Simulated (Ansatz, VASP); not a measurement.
PbSe: VASP beside Ansatz

Contents of INCAR:

```
SYSTEM = PbSe
ALGO = Normal ; EDIFF = 1E-7
ENCUT = 520 ; GGA = PE
ISIF = 2 ; ISMEAR = 0
LASPH = .True. ; LCHARG = .True.
LELF = .True. ; LREAL = .False.
LVHAR = .True. ; LWAVE = .False.
NBANDS = 28 ; NELM = 60
PREC = Accurate ; SIGMA = 0.05
```

The input KPOINTS:

```
k-points
0
Gamma
  8 8 6
  0 0 0
```

Contents of POSCAR:

```
PbSe
1.0
    4.3070637475      0.0000000000      0.0000000000
   -2.1535318737      3.7300266210      0.0000000000
    0.0000000000      0.0000000000      7.5880828838
Pb Se
2 2
Direct
    0.0000000000      0.0000000000      0.0000000000
    0.0000000000      0.0000000000      0.5000000000
    0.3333333333      0.6666666667      0.2500000000
    0.6666666667      0.3333333333      0.7500000000
```

Input for Ansatz:

```yaml
crystal:
  lattice:
    - [4.307063747469, -2.886749755289e-11, 0.0]
    - [-2.153531873709, 3.730026621041, 0.0]
    - [0.0, 0.0, 7.5880828838]
  atoms:
    - { symbol: Pb, position: [0.0, 0.0, 0.0] }
    - { symbol: Pb, position: [0.0, 0.0, 0.5] }
    - { symbol: Se, position: [0.3333333333333, 0.6666666666667, 0.25] }
    - { symbol: Se, position: [0.6666666666667, 0.3333333333333, 0.75] }
basis:
  ecutwfc: 420
  ecutrho_ratio: 4
kpoints:
  mp_grid: { grid: [8, 8, 6] }
hamiltonian:
  xc: pbe
scf:
  occupations: { method: gaussian, width: 0.05 }
  mixing: { algorithm: msr1, beta: 0.1, ndim: 8 }
output:
  forces: true
  stress: true
```

Alike in both runs: task single point; functional PBE; k mesh 8 × 8 × 6; occupations gaussian, width 0.05 eV; no spin polarisation.

```csv
,VASP,Ansatz
version,VASP 6.6.1,Ansatz 0.2.0
potentials or method,"VASP PAW PBE potentials, release 64 (Pb_d, Se), cutoff 520 eV","scalar-relativistic, plane waves, PAW"
valence electrons in the cell,40,60
```

|  | VASP | Ansatz | Ansatz less VASP |
| --- | --- | --- | --- |
| pressure (GPa) | 0.0 | 0.0 | +0.02 |

The functional is the same, so the differences come from potentials, cutoffs and numerics. VASP's potentials hold 40 valence electrons a cell and Ansatz's 60, so a difference there can come from the potentials and not from the codes.

Spin-orbit coupling is off throughout.
